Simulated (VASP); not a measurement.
Write the native input for VASP 6.6.1 that does the following.

```yaml
Task: single point
Functional: r2SCAN
Potentials_or_basis: VASP PAW PBE potentials, release 64 (Zn, S)
Cutoff: 520 eV
k_mesh: 6 × 6 × 2
Occupations: gaussian, width 0.05 eV
Spin: no spin polarisation
Dipole_correction: no
Further_INCAR_settings: ALGO = Normal; EDIFF = 1e-06; NBANDS = 46
```

Crystal: ZnS.

```
Zn S
1.0
     3.80672    0.00000    0.00000
    -1.90336    3.29672    0.00000
     0.00000    0.00000   12.49147
Zn S
4 4
Direct
  0.33306 0.66667 0.00269
  0.33361 0.66667 0.50269
  0.66088 0.33333 0.25269
  0.67245 0.33333 0.75269
  0.34647 0.66667 0.18981
  0.32020 0.66667 0.68981
  0.66667 0.33333 0.43981
  0.66667 0.33333 0.93981
```

This cell differs from its parent crystal: atoms displaced along a vibrational mode.

One way to write it, as run:

POSCAR

```
ZnS
1.0
    3.8067217473      0.0000000000      0.0000000000
   -1.9033608736      3.2967177383      0.0000000000
    0.0000000000      0.0000000000     12.4914703042
Zn S
4 4
Direct
    0.3330605627      0.6666666667      0.0026940355
    0.3336061039      0.6666666667      0.5026940355
    0.6608811475      0.3333333333      0.2526940355
    0.6724521858      0.3333333333      0.7526940355
    0.3464679944      0.6666666667      0.1898059645
    0.3201986722      0.6666666667      0.6898059645
    0.6666666667      0.3333333333      0.4398059645
    0.6666666667      0.3333333333      0.9398059645
```

INCAR.step1

```
PREC = Accurate ; ENCUT = 520
ISMEAR = 0 ; SIGMA = 0.05
LREAL = F ; LASPH = T
NELM = 100 ; NBANDS = 46
GGA = PE ; ALGO = Normal
EDIFF = 1E-4 ; LWAVE = T
LCHARG = F
```

INCAR.step2

```
PREC = Accurate ; ENCUT = 520
EDIFF = 1E-6 ; ISMEAR = 0
SIGMA = 0.05 ; LREAL = F
LASPH = T ; NELM = 100
ALGO = Normal ; ISIF = 2
LWAVE = F ; LCHARG = T
METAGGA = R2SCAN ; LMIXTAU = T
LELF = T ; LVHAR = T
NBANDS = 46 ; ISTART = 1
```

KPOINTS

```
Automatic mesh
0
Gamma
  6 6 2
```

Potentials or basis: VASP PAW PBE potentials, release 64 (Zn, S).

Run with:

```console
$ cat potpaw_PBE.64/Zn/POTCAR potpaw_PBE.64/S/POTCAR > POTCAR
$ cp INCAR.step1 INCAR
$ mpirun -np 1 vasp_std > vasp.out
$ cp INCAR.step2 INCAR
$ mpirun -np 1 vasp_std > vasp.out
```

Results of the run:

| Item | Value |
| --- | --- |
| Pressure | 0.1 GPa |
| Largest force | 0.463 eV/Å |
| Band gap on the k mesh | 2.78 eV |

Caveat: the cell differs from its parent crystal (atoms displaced along a vibrational mode); the PAW data sets were made with another functional, which shifts forces and pressure a little.

It took 12 min on 1 thread of Oxide Virtual Turin-like Processor (shared host), peak memory 0.33 GiB.
